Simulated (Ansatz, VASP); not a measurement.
## Sc3BP2: VASP beside Ansatz

```
CELL_PARAMETERS angstrom
-1.82995 2.60110 5.53355
1.82995 -2.60110 5.53355
1.82995 2.60110 -5.53355
ATOMIC_POSITIONS crystal
Sc 0.33967 0.33967 0.00000
Sc 0.00000 0.00000 0.00000
Sc 0.66033 0.66033 0.00000
B 0.50000 0.00000 0.50000
P 0.16975 0.66975 0.50000
P 0.83025 0.33025 0.50000
```

Change from the starting cell: species swapped into the Ce3GeS2 type (Immm, No. 71).

Alike in both runs: functional PBE; k mesh 5 × 5 × 5; occupations gaussian, width 0.2 eV; no spin polarisation.

Ansatz relaxed the structure, and its values are those at the end. VASP's run is a single point on that final structure, the one shown.

```csv
,VASP,Ansatz
version,VASP 6.6.1,Ansatz 0.2.0
potentials or method,"VASP PAW PBE potentials, release 64 (Sc_sv, B, P), cutoff 520 eV","scalar-relativistic, plane waves, PAW"
valence electrons in the cell,46,46
```

|  | VASP | Ansatz | Ansatz less VASP |
| --- | --- | --- | --- |
| gap on the k mesh at the Fermi level (eV) | none | none | - |
| pressure (GPa) | -0.1 | -0.3 | -0.17 |
| rms of the force components (eV/Å) | 0.010 | 0.008 | -0.0018 |

A gap of «none» marks a metal or a gap that the smearing closes. The functional is the same, so the differences come from potentials, cutoffs and numerics.

The k mesh is coarse, so the values compare programs but aren't converged.
